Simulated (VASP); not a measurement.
# Al2Pt (Fm-3m) in VASP: notebook

Aim: see how the results for Al2Pt move with the level of theory and the settings. Levels: PBE, r2SCAN. Tasks: single point.

Everything below comes from runs of VASP 6.6.1. Logs are shortened: lines on timing, memory, paths and dates and some standing lists are left out, and cuts for length are marked.

## (1) The cell of the first run

Symmetry: Fm-3m, No. 225, cubic system. Conventional cell: a = 6.029 Å, b = 6.029 Å, c = 6.029 Å, α = 90.00°, β = 90.00°, γ = 90.00°. Within 3.4 Å of Al (site symmetry -43m) lie 4 Pt at 2.61 Å and 6 Al at 3.01 Å. Within 3.4 Å of Pt (site symmetry m-3m) lie 8 Al at 2.61 Å.

## (2) Single point, PBE (strained)

Input file INCAR:

```
PREC = Accurate
ENCUT = 520
EDIFF = 1E-6
ISMEAR = 0
SIGMA = 0.1
LREAL = False
LASPH = True
NELM = 80
ALGO = Normal
ISIF = 2
LWAVE = False
LCHARG = False
GGA = PE
NBANDS = 15
```

Input file KPOINTS:

```
regular mesh
0
Gamma
  12 12 12
```

Input file POSCAR:

```
Al2Pt
1.0
    0.0000000000      3.0144546000      3.0144546000
    3.0144546000      0.0000000000      3.0144546000
    3.0144546000      3.0144546000      0.0000000000
Al Pt
2 1
Direct
    0.2500000000      0.2500000000      0.2500000000
    0.7500000000      0.7500000000      0.7500000000
    0.0000000000      0.0000000000      0.0000000000
```

Potentials or basis: VASP PAW PBE potentials, release 64 (Al, Pt).

Command:

```bash
$ cat potpaw_PBE.64/Al/POTCAR potpaw_PBE.64/Pt/POTCAR > POTCAR
$ mpirun -np 1 vasp_std > vasp.out
```

OUTCAR:

```text
PREC = Accurate
   ENCUT = 520
   EDIFF = 1E-6
   ISMEAR = 0
   LREAL = False
   LASPH = True
   NELM = 80
   ISIF = 2
   GGA = PE

 ion  position               nearest neighbor table
   1  0.250  0.250  0.250-   3 2.61   3 2.61   3 2.61   3 2.61   2 3.01   2 3.01   2 3.01   2 3.01
                             2 3.01   2 3.01
   2  0.750  0.750  0.750-   3 2.61   3 2.61   3 2.61   3 2.61   1 3.01   1 3.01   1 3.01   1 3.01
                             1 3.01   1 3.01
   3  0.000  0.000  0.000-   2 2.61   2 2.61   2 2.61   1 2.61   1 2.61   1 2.61   2 2.61   1 2.61

  LATTYP: Found a face centered cubic cell.
 ALAT       =     6.0289092000

  Lattice vectors:

 A1 = (   0.0000000000,   3.0144546000,   3.0144546000)
 A2 = (   3.0144546000,   0.0000000000,   3.0144546000)
 A3 = (   3.0144546000,   3.0144546000,   0.0000000000)

Analysis of symmetry for initial positions (statically):
=====================================================================
 Subroutine PRICEL returns:
 Original cell was already a primitive cell.

 Routine SETGRP: Setting up the symmetry group for a
 face centered cubic supercell.

 Subroutine GETGRP returns: Found 48 space group operations
 (whereof 48 operations were pure point group operations)
 out of a pool of 48 trial point group operations.

The static configuration has the point symmetry O_h .

Analysis of symmetry for dynamics (positions and initial velocities):
=====================================================================
 Subroutine PRICEL returns:
 Original cell was already a primitive cell.

 Routine SETGRP: Setting up the symmetry group for a
 face centered cubic supercell.

 Subroutine GETGRP returns: Found 48 space group operations
 (whereof 48 operations were pure point group operations)
 out of a pool of 48 trial point group operations.

The dynamic configuration has the point symmetry O_h .

 Subroutine INISYM returns: Found 48 space group operations
 (whereof 48 operations are pure point group operations),
 and found     1 'primitive' translations

----------------------------------------------------------------------------------------

                                     Primitive cell

  volume of cell :      54.7843

  direct lattice vectors                    reciprocal lattice vectors
     0.000000000  3.014454600  3.014454600    -0.165867484  0.165867484  0.165867484
     3.014454600  0.000000000  3.014454600     0.165867484 -0.165867484  0.165867484
     3.014454600  3.014454600  0.000000000     0.165867484  0.165867484 -0.165867484

  length of vectors
     4.263082578  4.263082578  4.263082578     0.287290910  0.287290910  0.287290910

  position of ions in fractional coordinates (direct lattice)
     0.250000000  0.250000000  0.250000000
     0.750000000  0.750000000  0.750000000
     0.000000000  0.000000000  0.000000000

  ion indices of the primitive-cell ions
   primitive index   ion index
                 1           1
                 2           2
                 3           3

----------------------------------------------------------------------------------------

 KPOINTS: regular mesh

Automatic generation of k-mesh.
 Grid dimensions read from file:
 generate k-points for:   12   12   12

 Generating k-lattice:

  Cartesian coordinates                     Fractional coordinates (reciprocal lattice)
    -0.013822290  0.013822290  0.013822290     0.083333333  0.000000000  0.000000000
     0.013822290 -0.013822290  0.013822290     0.000000000  0.083333333  0.000000000
     0.013822290  0.013822290 -0.013822290     0.000000000  0.000000000  0.083333333

  Length of vectors
     0.023940909  0.023940909  0.023940909

  Shift w.r.t. Gamma in fractional coordinates (k-lattice)
     0.000000000  0.000000000  0.000000000

 Subroutine IBZKPT returns following result:
 ===========================================

 Found     72 irreducible k-points:

 Following reciprocal coordinates:
            Coordinates               Weight
  0.000000  0.000000  0.000000      1.000000
  0.083333  0.000000  0.000000      8.000000
  0.166667  0.000000  0.000000      8.000000
  0.250000  0.000000  0.000000      8.000000
  0.333333  0.000000  0.000000      8.000000
  0.416667  0.000000  0.000000      8.000000
[... 16 lines left out ...]
  0.500000  0.166667  0.000000     24.000000
 -0.416667  0.166667  0.000000     24.000000
 [... further k-points ...]
   k-points           NKPTS =     72   k-points in BZ     NKDIM =     72   number of bands    NBANDS=     15
   number of dos      NEDOS =    301   number of ions     NIONS =      3
   total plane-waves  NPLWV =  32768
   dimension x,y,z NGX =    32 NGY =   32 NGZ =   32
   dimension x,y,z NGXF=    64 NGYF=   64 NGZF=   64
   ions per type =               2   1
   NGX,Y,Z   is equivalent  to a cutoff of  12.48, 12.48, 12.48 a.u.
   NGXF,Y,Z  is equivalent  to a cutoff of  24.96, 24.96, 24.96 a.u.
 SYSTEM =  unknown system
   PREC   = accura    normal or accurate (medium, high low for compatibility)
   ISTART =      0    job   : 0-new  1-cont  2-samecut
   ICHARG =      2    charge: 1-file 2-atom 10-const
   ISPIN  =      1    spin polarized calculation?
   LNONCOLLINEAR =      F non collinear calculations
   LSORBIT =      F    spin-orbit coupling
   LASPH  =      T    aspherical Exc in radial PAW
   ENCUT  =  520.0 eV  38.22 Ry    6.18 a.u.   7.93  7.93  7.93*2*pi/ulx,y,z
   NELM   =     80;   NELMIN=  2; NELMDL= -5     # of ELM steps
   EDIFF  = 0.1E-05   stopping-criterion for ELM
   LREAL  =      F    real-space projection
   EDIFFG = 0.1E-04   stopping-criterion for IOM
   NSW    =      0    number of steps for IOM
   IBRION =     -1    ionic relax: 0-MD 1-quasi-New 2-CG
   NFREE  =      0    steps in history (QN), initial steepest desc. (CG)
   ISIF   =      2    stress and relaxation
   ISYM   =      2    0-nonsym 1-usesym 2-fastsym
   POTIM  = 0.5000    time-step for ionic-motion
   TEBEG  =    0.0;   TEEND  =   0.0 temperature during run
   PSTRESS=    0.0 pullay stress
   NELECT =      16.0000    total number of electrons
   NUPDOWN=      -1.0000    fix difference up-down
   EMIN   =  10.00;   EMAX   =-10.00  energy-range for DOS
   EFERMI =   0.00;   METHOD = LEGACY
   ISMEAR =     0;   SIGMA  =   0.10  broadening in eV -4-tet -1-fermi 0-gaus
   EFERMI_NEDOS =   21; number of points for ismear=-14 and -15
   IALGO  =     38    algorithm
   IMIX   =      4    mixing-type and parameters
     AMIX     =   0.40;   BMIX     =  1.00
     AMIX_MAG =   1.60;   BMIX_MAG =  1.00
  volume/ion in A,a.u.               =      18.26       123.23
  Fermi-wavevector in a.u.,A,eV,Ry     =   1.086166  2.052556 16.051554  1.179756
  Thomas-Fermi vector in A             =   2.222296
   LORBIT       =      0    0 simple, 1 ext, 2 COOP (PROOUT), +10 PAW based schemes
   GGA     = PE    functional components
   LHFCALC =     F    Hartree Fock is set to
   AEXX    =    0.0000 exact exchange contribution
   IVDW    =     0    specifies the selected vdW correction
   LEPSILON=     F    determine dielectric tensor
   LRPA    =     F    only Hartree local field effects (RPA)
 non-spin polarized calculation
 Gauss-broadening in eV      SIGMA  =   0.10
  energy-cutoff  :      520.00
  volume of cell :       54.78
 maximum number of plane-waves:      1492
   NGX = 15   NGY = 15   NGZ = 15

 number of electron      16.0000001 magnetization

 Free energy of the ion-electron system (eV)
  ---------------------------------------------------
  ext. energy  EPLUGINS =         0.00000000
  ---------------------------------------------------
  free energy    TOTEN  =       -16.21893334 eV

  energy without entropy =      -16.21294657  energy(sigma->0) =      -16.21593995

 E-fermi :   7.2423     XC(G=0): -10.4421

 val. band max:        7.2012202600   @ k =  -0.3333   0.3333   0.0000
 cond. band min:       7.2641887933   @ k =   0.3333   0.2500   0.0000
 fundamental gap:      0.0629685333
 Fermi energy:         7.2423092523

 k-point     1 :       0.0000    0.0000    0.0000
  band No.  band energies     occupation
      1      -2.6011      2.00000
      2       2.4674      2.00000
      3       2.4674      2.00000
      4       2.4674      2.00000
      5       3.7563      2.00000
      6       3.7563      2.00000
      7       9.7229      0.00000
      8      10.9891      0.00000
      9      10.9891      0.00000
     10      10.9891      0.00000
     11      12.2934      0.00000
     12      12.2934      0.00000
     13      12.2934      0.00000
     14      13.3417      0.00000
     15      13.3417      0.00000

 k-point     2 :       0.0833    0.0000    0.0000
  band No.  band energies     occupation
      1      -2.5098      2.00000
      2       2.4077      2.00000
      3       2.4980      2.00000
      4       2.4980      2.00000
      5       3.7456      2.00000
      6       3.7456      2.00000
      7       9.4917      0.00000
      8      10.1116      0.00000
      9      10.6748      0.00000
     10      10.6748      0.00000
     11      12.6373      0.00000
     12      12.6373      0.00000
     13      13.0743      0.00000
     14      13.1683      0.00000
     15      13.1683      0.00000

 k-point     3 :       0.1667    0.0000    0.0000
  band No.  band energies     occupation
      1      -2.2400      2.00000
      2       2.2480      2.00000
      3       2.5781      2.00000
      4       2.5781      2.00000
      5       3.7277      2.00000
      6       3.7277      2.00000
      7       7.9363      0.00000
      8      10.0722      0.00000
      9      10.0722      0.00000
     10      10.2683      0.00000
     11      12.7590      0.00000
     12      12.7590      0.00000
     13      12.7597      0.00000
     14      13.4248      0.00000
     15      13.4248      0.00000
[... 343 lines left out ...]
 k-point    23 :       0.5000    0.1667    0.0000
  band No.  band energies     occupation
      1      -0.1647      2.00000
      2       1.4333      2.00000
      3       2.7114      2.00000
      4       2.9545      2.00000
      5       3.6793      2.00000
      6       3.9183      2.00000
      7       3.9678      2.00000
      8       7.0534      1.99246
      9       7.5724      0.00000
     10      10.4650      0.00000
     11      12.8219      0.00000
     12      13.1169      0.00000
     13      13.5914      0.00000
     14      14.5046      0.00000
     15      17.0099      0.00000

 k-point    24 :      -0.4167    0.1667    0.0000
  band No.  band energies     occupation
      1      -0.0593      2.00000
      2       1.3969      2.00000
      3       2.6852      2.00000
      4       2.9711      2.00000
      5       3.4856      2.00000
      6       3.8359      2.00000
      7       4.1679      2.00000
      8       6.7251      2.00000
      9       7.8657      0.00000
     10      10.5608      0.00000
     11      12.6228      0.00000
     12      12.8374      0.00000
     13      13.8803      0.00000
     14      15.6236      0.00000
     15      16.1611      0.00000

 [... further k-points ...]
[... 5 lines left out ...]
  --------------------------------------------------------------------------------------
  -------------------------------------------------------------------------------------
  Total       -1.7250737     -1.7250737     -1.7250737     -0.0000000     -0.0000000      0.0000000
  in kB      -50.4500951    -50.4500951    -50.4500951     -0.0000000     -0.0000000      0.0000000
  external PRESSURE =     -50.4500951 kB  Pullay stress =       0.0000000 kB

 VOLUME and BASIS-vectors are now :
 -----------------------------------------------------------------------------
  energy-cutoff  :      520.00
  volume of cell :       54.78
      direct lattice vectors                 reciprocal lattice vectors
     0.000000000  3.014454600  3.014454600    -0.165867484  0.165867484  0.165867484
     3.014454600  0.000000000  3.014454600     0.165867484 -0.165867484  0.165867484
     3.014454600  3.014454600  0.000000000     0.165867484  0.165867484 -0.165867484

 POSITION                                       TOTAL-FORCE (eV/Angst)
 -----------------------------------------------------------------------------------
      1.50723      1.50723      1.50723         0.000000      0.000000      0.000000
      4.52168      4.52168      4.52168        -0.000000     -0.000000     -0.000000
      0.00000      0.00000      0.00000        -0.000000     -0.000000     -0.000000
 -----------------------------------------------------------------------------------
    total drift:                                0.000000     -0.000000      0.000000

  FREE ENERGIE OF THE ION-ELECTRON SYSTEM (eV)
  ---------------------------------------------------
  free  energy   TOTEN  =       -16.2189333380 eV

  energy  without entropy=      -16.2129465689  energy(sigma->0) =      -16.21593995
```

It took 34 s on 1 thread of Intel Xeon Platinum 8259CL at 2.50GHz (Skylake/Cascade Lake), shared host; peak memory 0.21 GiB.

Results:

```yaml
Free_energy: -16.2189 eV
Pressure: -5.0 GPa
Band_gap_on_the_k_mesh: zero (bands 8 and 9 overlap by 5.27 eV)
```

Caveat: the cell differs from its parent crystal (strained); the cell stands under tension; spin-orbit coupling is left out, which moves the levels of the heavy elements.

## (3) Single point, PBE (strained)

Input file INCAR:

```
SYSTEM = Al2Pt
  PREC = Accurate
  ENCUT = 520
  EDIFF = 1E-6
  ISMEAR = 0
  SIGMA = 0.1
  LREAL = .False.
  LASPH = .True.
  NELM = 60
  ALGO = Fast
  ISIF = 2
  LWAVE = .False.
  LCHARG = .True.
  GGA = PE
  LELF = .True.
  LVHAR = .True.
  NBANDS = 15
```

Input file KPOINTS:

```
regular mesh
0
Gamma
  12 12 12
  0 0 0
```

Input file POSCAR:

```
Al2Pt
1.0
    0.0000000000      3.0934122000      3.0934122000
    3.0934122000      0.0000000000      3.0934122000
    3.0934122000      3.0934122000      0.0000000000
Al Pt
2 1
Direct
    0.2500000000      0.2500000000      0.2500000000
    0.7500000000      0.7500000000      0.7500000000
    0.0000000000      0.0000000000      0.0000000000
```

Potentials or basis: VASP PAW PBE potentials, release 64 (Al, Pt).

Command:

```bash
$ cat potpaw_PBE.64/Al/POTCAR potpaw_PBE.64/Pt/POTCAR > POTCAR
$ mpirun -np 1 vasp_std > vasp.out
```

Wall time 60 s (1 thread of Intel Xeon Platinum 8259CL at 2.50GHz (Skylake/Cascade Lake), shared host); peak memory 0.25 GiB.

Results (log left out):

```yaml
Free_energy: -15.9789 eV
Pressure: -11.9 GPa
Band_gap_on_the_k_mesh: zero (bands 8 and 9 overlap by 5.05 eV)
```

Levels at points of the mesh, in eV from the Fermi level:
```csv
k point,band 6,band 7,band 8,band 9,band 10,band 11
"(0.00, 0.00, 0.00)",-3.20,1.93,3.68,3.68,3.68,4.65
"(0.50, 0.00, 0.00)",-3.03,-3.03,0.99,0.99,3.44,4.14
"(0.50, 0.50, 0.00)",-3.03,-2.81,-1.37,-1.37,2.22,3.16
```

Caveat: the cell differs from its parent crystal (strained); the cell stands under tension; spin-orbit coupling is left out, which moves the levels of the heavy elements.

## (4) Single point, r2SCAN (strained)

Input file POSCAR:

```
Al2Pt
1.0
    0.0000000000      2.8437442500      2.8437442500
    2.8437442500      0.0000000000      2.8437442500
    2.8437442500      2.8437442500      0.0000000000
Al Pt
2 1
Direct
    0.2500000000      0.2500000000      0.2500000000
    0.7500000000      0.7500000000      0.7500000000
    0.0000000000      0.0000000000      0.0000000000
```

Input file INCAR.step1:

```
PREC = Accurate
ENCUT = 520
ISMEAR = 0
SIGMA = 0.1
LREAL = F
LASPH = T
NELM = 60
NBANDS = 15
GGA = PE
ALGO = Normal
EDIFF = 1E-4
LWAVE = T
LCHARG = F
```

Input file INCAR.step2:

```
PREC = Accurate
ENCUT = 520
EDIFF = 1E-6
ISMEAR = 0
SIGMA = 0.1
LREAL = F
LASPH = T
NELM = 60
ALGO = Normal
ISIF = 2
LWAVE = F
LCHARG = F
METAGGA = R2SCAN
LMIXTAU = T
NBANDS = 15
ISTART = 1
```

Input file KPOINTS:

```
Automatic mesh
0
Gamma
  12 12 12
```

Command:

```bash
$ cat potpaw_PBE.64/Al/POTCAR potpaw_PBE.64/Pt/POTCAR > POTCAR
$ cp INCAR.step1 INCAR
$ mpirun -np 1 vasp_std > vasp.out
$ cp INCAR.step2 INCAR
$ mpirun -np 1 vasp_std > vasp.out
```

Wall time 2.4 min (1 thread of Intel Xeon Platinum 8259CL at 2.50GHz (Skylake/Cascade Lake), shared host); peak memory 0.2 GiB.

Results (log left out):

```
Free energy            : -67.6045 eV
Pressure               : 20.1 GPa
Band gap on the k mesh : zero (bands 8 and 9 overlap by 6.00 eV)
```

Levels at points of the mesh, in eV from the Fermi level:
```tsv
k point	band 5	band 6	band 7	band 8	band 9	band 10	band 11	band 12
(0.00, 0.00, 0.00)	-4.48	-4.48	4.03	4.03	4.03	4.62	6.47	6.47
(0.50, 0.00, 0.00)	-4.34	-4.16	-4.16	1.02	1.02	4.53	6.04	6.04
(0.50, 0.50, 0.00)	-4.48	-4.03	-3.81	-1.97	-1.97	3.90	4.40	8.46
```

Caveat: the cell differs from its parent crystal (strained); the cell stands under pressure; the PAW data sets were made with another functional, which shifts forces and pressure a little; spin-orbit coupling is left out, which moves the levels of the heavy elements.

## (5) Single point, PBE (strained)

Input file INCAR:

```
ALGO     = Normal         # electronic algorithm
EDIFF    = 1E-6           # SCF threshold, eV
ENCUT    = 520            # plane-wave cutoff, eV
GGA      = PE             # functional
ISIF     = 2              # what is computed and relaxed
ISMEAR   = 0              # smearing method
LASPH    = T              # aspherical terms in the spheres
LCHARG   = F              # write CHGCAR
LREAL    = F              # projectors in reciprocal space
LWAVE    = F              # write WAVECAR
NBANDS   = 15             # bands
NELM     = 60             # most SCF steps
PREC     = Accurate       # precision mode
SIGMA    = 0.1            # smearing width, eV
```

Input file KPOINTS:

```
k-points
0
Gamma
  12 12 12
```

Input file POSCAR:

```
Al2Pt
1.0
    0.0000000000      2.8551505500      2.8551505500
    2.8551505500      0.0000000000      2.8551505500
    2.8551505500      2.8551505500      0.0000000000
Al Pt
2 1
Direct
    0.2500000000      0.2500000000      0.2500000000
    0.7500000000      0.7500000000      0.7500000000
    0.0000000000      0.0000000000      0.0000000000
```

Command:

```bash
$ cat potpaw_PBE.64/Al/POTCAR potpaw_PBE.64/Pt/POTCAR > POTCAR
$ mpirun -np 1 vasp_std > vasp.out
```

Wall time 19 s (1 thread of Intel Xeon 6975P-C (Granite Rapids), shared host); peak memory 0.2 GiB.

It converged, with:

```yaml
Free_energy: -15.9147 eV
Pressure: 20.4 GPa
Band_gap_on_the_k_mesh: zero (bands 8 and 9 overlap by 5.70 eV)
```

Levels at points of the mesh, in eV from the Fermi level:
```tsv
k point	band 4	band 5	band 6	band 7	band 8	band 9	band 10	band 11	band 12	band 13
(0.00, 0.00, 0.00)	-5.66	-4.18	-4.18	3.74	3.86	3.86	3.86	5.99	5.99	5.99
(0.50, 0.00, 0.00)	-5.32	-4.08	-3.91	-3.91	1.00	1.00	3.93	5.58	5.58	6.37
(0.50, 0.50, 0.00)	-4.22	-4.22	-3.77	-3.58	-1.84	-1.84	3.51	3.87	8.08	11.63
```

Caveat: the cell differs from its parent crystal (strained); the cell stands under pressure; spin-orbit coupling is left out, which moves the levels of the heavy elements.

## (6) Overview

```tsv
level	cell	gap on the mesh (eV)	pressure (GPa)
PBE	a = 4.263 Å, angles 60.0°, 3 atoms	none	-5.0
PBE	a = 4.375 Å, angles 60.0°, 3 atoms	none	-11.9
r2SCAN	a = 4.022 Å, angles 60.0°, 3 atoms	none	20.1
PBE	a = 4.038 Å, angles 60.0°, 3 atoms	none	20.4
```

Alike in all rows: task single point; potentials or basis VASP PAW PBE potentials, release 64 (Al, Pt); no spin polarisation; k mesh 12 × 12 × 12; cutoff (eV) 520; smearing gaussian 0.1 eV.

Caveats: spin-orbit coupling is left out, which moves the levels of the heavy elements; the cell stands under tension (at least some runs); the cell stands under pressure (at least some runs); the PAW data sets were made with another functional, which shifts forces and pressure a little (at least some runs).

Total energies depend on the potentials used, so only differences within one code and one set of settings carry meaning.
